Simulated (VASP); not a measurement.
# WSe2 (P6_3/mmc) in VASP: a series of runs, part 2 of 3

VASP 6.6.1. The steps go on from the part before.

**3. Single point, PBE+D3(BJ)**

File INCAR:

```
PREC = Accurate
ENCUT = 520
EDIFF = 1E-6
ISMEAR = 0
SIGMA = 0.05
LREAL = False
LASPH = True
NELM = 100
ALGO = Normal
ISIF = 2
LWAVE = False
LCHARG = False
GGA = PE
IVDW = 12
NBANDS = 35
```

File KPOINTS:

```
regular mesh
0
Gamma
  12 12 4
```

File POSCAR:

```
WSe2
1.0
    3.2790275592      0.0000000000      0.0000000000
   -1.6395137796      2.8397211660      0.0000000000
    0.0000000000      0.0000000000     12.7886113051
W Se
2 4
Direct
    0.3333333333      0.6666666667      0.2500000000
    0.6666666667      0.3333333333      0.7500000000
    0.3333333333      0.6666666667      0.6182912222
    0.6666666667      0.3333333333      0.1182912222
    0.3333333333      0.6666666667      0.8817087778
    0.6666666667      0.3333333333      0.3817087778
```

Potentials or basis: VASP PAW PBE potentials, release 64 (W_sv, Se).

Launch:

```
$ cat potpaw_PBE.64/W_sv/POTCAR potpaw_PBE.64/Se/POTCAR > POTCAR
$ mpirun -np 1 vasp_std > vasp.out
```

OUTCAR:

```text
PREC = Accurate
   ENCUT = 520
   EDIFF = 1E-6
   ISMEAR = 0
   LREAL = False
   LASPH = True
   NELM = 100
   ISIF = 2
   GGA = PE
   IVDW = 12
 IVDW          = 12

 ion  position               nearest neighbor table
   1  0.333  0.667  0.250-   4 2.53   6 2.53   4 2.53   6 2.53   4 2.53   6 2.53
   2  0.667  0.333  0.750-   3 2.53   5 2.53   3 2.53   5 2.53   3 2.53   5 2.53
   3  0.333  0.667  0.618-   2 2.53   2 2.53   2 2.53
   4  0.667  0.333  0.118-   1 2.53   1 2.53   1 2.53
   5  0.333  0.667  0.882-   2 2.53   2 2.53   2 2.53
   6  0.667  0.333  0.382-   1 2.53   1 2.53   1 2.53

  LATTYP: Found a hexagonal cell.
 ALAT       =     3.2790275592
 C/A-ratio  =     3.9001231537

  Lattice vectors:

 A1 = (   3.2790275592,   0.0000000000,   0.0000000000)
 A2 = (  -1.6395137796,   2.8397211660,   0.0000000000)
 A3 = (   0.0000000000,   0.0000000000,  12.7886113051)

Analysis of symmetry for initial positions (statically):
=====================================================================
 Subroutine PRICEL returns:
 Original cell was already a primitive cell.

 Routine SETGRP: Setting up the symmetry group for a
 hexagonal supercell.

 Subroutine GETGRP returns: Found 24 space group operations
 (whereof 12 operations were pure point group operations)
 out of a pool of 24 trial point group operations.

The static configuration has the point symmetry D_3d.
 The point group associated with its full space group is D_6h.

Analysis of symmetry for dynamics (positions and initial velocities):
=====================================================================
 Subroutine PRICEL returns:
 Original cell was already a primitive cell.

 Routine SETGRP: Setting up the symmetry group for a
 hexagonal supercell.

 Subroutine GETGRP returns: Found 24 space group operations
 (whereof 12 operations were pure point group operations)
[... 131 lines left out ...]
     AMIX_MAG =   1.60;   BMIX_MAG =  1.00
  volume/ion in A,a.u.               =      19.85       133.93
  Fermi-wavevector in a.u.,A,eV,Ry     =   1.242018  2.347074 20.988466  1.542609
  Thomas-Fermi vector in A             =   2.376391
   LORBIT       =      0    0 simple, 1 ext, 2 COOP (PROOUT), +10 PAW based schemes
   GGA     = PE    functional components
   LHFCALC =     F    Hartree Fock is set to
   AEXX    =    0.0000 exact exchange contribution
   IVDW    =    12    specifies the selected vdW correction
   LEPSILON=     F    determine dielectric tensor
   LRPA    =     F    only Hartree local field effects (RPA)
 non-spin polarized calculation
 Gauss-broadening in eV      SIGMA  =   0.05
  energy-cutoff  :      520.00
  volume of cell :      119.08
 maximum number of plane-waves:      3248
   NGX = 13   NGY = 13   NGZ = 47

 number of electron      51.9999988 magnetization

 Free energy of the ion-electron system (eV)
  ---------------------------------------------------
  ext. energy  EPLUGINS =         0.00000000
  ---------------------------------------------------
  free energy    TOTEN  =       -43.07823648 eV

  energy without entropy =      -43.07823648  energy(sigma->0) =      -43.07823648

 E-fermi :   6.7619     XC(G=0): -10.8975

 val. band max:        6.5241794216   @ k =   0.0000   0.0000   0.0000
 cond. band min:       7.4144310182   @ k =   0.1667   0.1667   0.0000
 fundamental gap:      0.8902515966
 Fermi energy:         6.7618993309

 k-point     1 :       0.0000    0.0000    0.0000
  band No.  band energies     occupation
      1     -67.8188      2.00000
      2     -67.8187      2.00000
      3     -32.0695      2.00000
      4     -32.0695      2.00000
      5     -31.9324      2.00000
      6     -31.9324      2.00000
[... 901 lines left out ...]
     34      10.6159      0.00000
     35      11.8912      0.00000

 [... further k-points ...]

------------------------ aborting loop because EDIFF is reached ----------------------------------------

 Edisp (eV)   -2.85284

 E8    (eV) :    -1.2725

  FORCE on cell =-STRESS in cart. coord.  units (eV):
  Direction    XX          YY          ZZ          XY          YZ          ZX
  --------------------------------------------------------------------------------------
  -------------------------------------------------------------------------------------
  Total       0.20620     0.20620     0.28632     0.00000    -0.00000     0.00000
  in kB       2.77436     2.77436     3.85225     0.00000    -0.00000     0.00000
  external pressure =        3.13 kB  Pullay stress =        0.00 kB

 VOLUME and BASIS-vectors are now :
 -----------------------------------------------------------------------------
  energy-cutoff  :      520.00
  volume of cell :      119.08
      direct lattice vectors                 reciprocal lattice vectors
     3.279027559  0.000000000  0.000000000     0.304968465  0.176073625  0.000000000
    -1.639513780  2.839721166  0.000000000     0.000000000  0.352147250  0.000000000
     0.000000000  0.000000000 12.788611305     0.000000000  0.000000000  0.078194573

 POSITION                                       TOTAL-FORCE (eV/Angst)
 -----------------------------------------------------------------------------------
     -0.00000      1.89315      3.19715        -0.000000      0.000000      0.000000
      1.63951      0.94657      9.59146         0.000000     -0.000000      0.000000
     -0.00000      1.89315      7.90709         0.000000      0.000000     -0.047476
      1.63951      0.94657      1.51278        -0.000000     -0.000000     -0.047476
     -0.00000      1.89315     11.27583        -0.000000     -0.000000      0.047476
      1.63951      0.94657      4.88153        -0.000000      0.000000      0.047476
 -----------------------------------------------------------------------------------
    total drift:                               -0.000000      0.000000     -0.000000

  FREE ENERGIE OF THE ION-ELECTRON SYSTEM (eV)
  ---------------------------------------------------
  free  energy   TOTEN  =       -45.9310722563 eV

  energy  without entropy=      -45.9310722563  energy(sigma->0) =      -45.93107226
```

Run time: 3 min. Hardware: 1 thread of AMD EPYC 7R43 (Zen 3), shared host; peak memory 0.31 GiB.

Results:

| Quantity | Value |
| --- | --- |
| Free energy | -45.9311 eV |
| Pressure | 0.3 GPa |
| Largest force | 0.047 eV/Å |
| Band gap on the k mesh | 0.89 eV (least direct gap 1.56 eV) |
| Dispersion energy per atom | -0.475 eV |

Forces on the atoms (eV/Å):
```
W    0.000  0.000  0.000
W    0.000  0.000  0.000
Se   0.000  0.000 -0.047
Se   0.000  0.000 -0.047
Se   0.000  0.000  0.047
Se   0.000  0.000  0.047
```

Levels at points of the mesh, in eV from the valence-band top:
```
           k point  band 22  band 23  band 24  band 25  band 26  band 27  band 28  band 29  band 30  band 31
(0.00, 0.00, 0.00)    -1.46    -1.46    -1.20    -0.96     0.00     2.63     2.63     2.68     2.68     2.69
(0.50, 0.00, 0.00)    -2.45    -1.49    -1.38    -1.31    -1.06     2.15     2.20     2.27     2.69     2.91
(0.00, 0.00, 0.50)    -1.50    -1.50    -1.50    -0.20    -0.20     2.63     2.63     2.63     2.63     2.84
(0.50, 0.00, 0.50)    -2.62    -1.37    -1.37    -1.22    -1.22     2.17     2.17     2.52     2.52     3.35
```

Caveat: spin-orbit coupling is left out, which moves the levels of the heavy elements.

**4. Single point, PBE+D3(BJ)**

File INCAR:

```
SYSTEM = WSe2
PREC = Accurate
ENCUT = 520
EDIFF = 1E-6
ISMEAR = 0
SIGMA = 0.02
LREAL = .FALSE.
LASPH = .TRUE.
NELM = 80
ALGO = Normal
ISIF = 2
LWAVE = .FALSE.
LCHARG = .FALSE.
GGA = PE
IVDW = 12
ISYM = 0
NBANDS = 35
```

File KPOINTS:

```
regular mesh
0
G
  9 9 2
  0 0 0
```

File POSCAR:

```
WSe2
1.0
    3.2790158322      0.0000000000      0.0000000000
   -1.6395079161      2.8397110101      0.0000000000
    0.0000000000      0.0000000000     12.7885063275
W Se
2 4
Direct
    0.3333333333      0.6666666667      0.2500000000
    0.6666666667      0.3333333333      0.7500000000
    0.3333333333      0.6666666667      0.6182884708
    0.6666666667      0.3333333333      0.1182884708
    0.3333333333      0.6666666667      0.8817115292
    0.6666666667      0.3333333333      0.3817115292
```

Launch:

```
$ cat potpaw_PBE.64/W_sv/POTCAR potpaw_PBE.64/Se/POTCAR > POTCAR
$ mpirun -np 1 vasp_std > vasp.out
```

Run time: 3.6 min. Hardware: 1 thread of Intel Xeon Platinum 8488C (Sapphire Rapids), shared host; peak memory 0.42 GiB.

It converged, with:

| Item | Value |
| --- | --- |
| Free energy | -45.9304 eV |
| Pressure | 0.3 GPa |
| Largest force | 0.047 eV/Å |
| Band gap on the k mesh | 0.99 eV (least direct gap 1.56 eV) |
| Dispersion energy per atom | -0.475 eV |

Forces in eV/Å, atoms in the order of the input:
```
W    0.000  0.000  0.000
W    0.000  0.000  0.000
Se   0.000  0.000 -0.047
Se   0.000  0.000 -0.047
Se   0.000  0.000  0.047
Se   0.000  0.000  0.047
```

Stress tensor (GPa, compression positive):
```
0.28 0.00 0.00
0.00 0.28 0.00
0.00 0.00 0.39
```

Levels at points of the mesh, in eV from the valence-band top:
```
           k point  band 23  band 24  band 25  band 26  band 27  band 28  band 29  band 30
(0.00, 0.00, 0.00)    -1.46    -1.20    -0.96     0.00     2.63     2.63     2.68     2.68
(0.00, 0.00, 0.50)    -1.50    -1.50    -0.20    -0.20     2.63     2.63     2.63     2.63
```

Caveat: spin-orbit coupling is left out, which moves the levels of the heavy elements.

**5. Single point, PBE+D3(BJ)**

This run uses another cell than the first one, of 21.83 Å³/atom.

File INCAR:

```
PREC = Accurate
ENCUT = 520
EDIFF = 1E-6
ISMEAR = 0
SIGMA = 0.02
LREAL = False
LASPH = True
NELM = 80
ALGO = Normal
ISIF = 2
LWAVE = False
LCHARG = False
GGA = PE
IVDW = 12
ISYM = 0
NBANDS = 35
```

File KPOINTS:

```
regular mesh
0
Gamma
  9 9 2
```

File POSCAR:

```
WSe2
1.0
    3.3118077377      0.0000000000      0.0000000000
   -1.6559038688      2.8681096333      0.0000000000
    0.0000000000      0.0000000000     13.7901599040
W Se
2 4
Direct
    0.3333333333      0.6666666667      0.2500000000
    0.6666666667      0.3333333333      0.7500000000
    0.3333333333      0.6666666667      0.6281927749
    0.6666666667      0.3333333333      0.1281927749
    0.3333333333      0.6666666667      0.8718072251
    0.6666666667      0.3333333333      0.3718072251
```

Launch:

```
$ cat potpaw_PBE.64/W_sv/POTCAR potpaw_PBE.64/Se/POTCAR > POTCAR
$ mpirun -np 1 vasp_std > vasp.out
```

It took 5.5 min on 1 thread of Intel Xeon Platinum 8488C (Sapphire Rapids), shared host; peak memory 0.48 GiB.

Results (log left out):

```yaml
Free_energy: -45.8166 eV
Pressure: -2.2 GPa
Largest_force: 0.045 eV/Å
Band_gap_on_the_k_mesh: 1.31 eV (least direct gap 1.51 eV)
Dispersion_energy_per_atom: -0.431 eV
```

Forces in eV/Å, atoms in the order of the input:
```
W    0.000  0.000  0.000
W    0.000  0.000  0.000
Se   0.000  0.000 -0.045
Se   0.000  0.000 -0.045
Se   0.000  0.000  0.045
Se   0.000  0.000  0.045
```

Stress tensor (GPa, compression positive):
```
-2.23  0.00  0.00
 0.00 -2.23  0.00
 0.00  0.00 -2.12
```

Levels at points of the mesh, in eV from the valence-band top:
| k point | band 23 | band 24 | band 25 | band 26 | band 27 | band 28 | band 29 | band 30 |
| --- | --- | --- | --- | --- | --- | --- | --- | --- |
| (0.00, 0.00, 0.00) | -1.34 | -1.34 | -0.82 | 0.00 | 2.78 | 2.78 | 2.80 | 2.80 |
| (0.00, 0.00, 0.50) | -1.35 | -1.35 | -0.23 | -0.23 | 2.78 | 2.78 | 2.78 | 2.78 |

Caveat: spin-orbit coupling is left out, which moves the levels of the heavy elements. A k mesh can miss the band edges.

(Continued in part 3 of 3.)
